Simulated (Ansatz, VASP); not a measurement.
# One calculation of TiO, two programs

```
Ti O
1.0
     4.98909    0.00000    0.00000
    -2.49454    4.32068    0.00000
     0.00000    0.00000    2.87331
Ti O
3 3
Cartesian
  2.4945 1.4402 1.4367
  0.0000 2.8805 1.4367
  0.0000 0.0000 0.0000
  1.5106 2.6164 0.0000
  1.9679 0.0000 0.0000
  -0.9839 1.7043 0.0000
```

Alike in both runs: task single point; functional r2SCAN; k mesh 6 × 6 × 6; occupations gaussian, width 0.2 eV; no spin polarisation.

```csv
,VASP,Ansatz
version,VASP 6.6.1,Ansatz 0.2.0
potentials or method,"VASP PAW PBE potentials, release 64 (Ti_sv, O), cutoff 520 eV","scalar-relativistic, plane waves, PAW"
valence electrons in the cell,54,54
```

Ansatz gave:

```
gap on the k mesh at the Fermi level (eV)                     : none
pressure (GPa)                                                : -1.5
traceless stress, the component that is largest in VASP (GPa) : 0.28
rms of the force components (eV/Å)                            : 0.012
```

Question: What did VASP give for the same quantities?

Answer: gap on the k mesh at the Fermi level (eV): none; pressure (GPa): 0.1; traceless stress, the component that is largest in VASP (GPa): 0.31; rms of the force components (eV/Å): 0.000.

VASP's potentials were made for PBE, not for r2SCAN. Atom by atom the forces differ by 0.011 eV/Å (rms over components). A gap of «none» marks a metal or a gap that the smearing closes. With one functional, cell and mesh, what is left measures potentials, basis and numerics.

The k mesh is coarse, so the values compare programs but aren't converged.
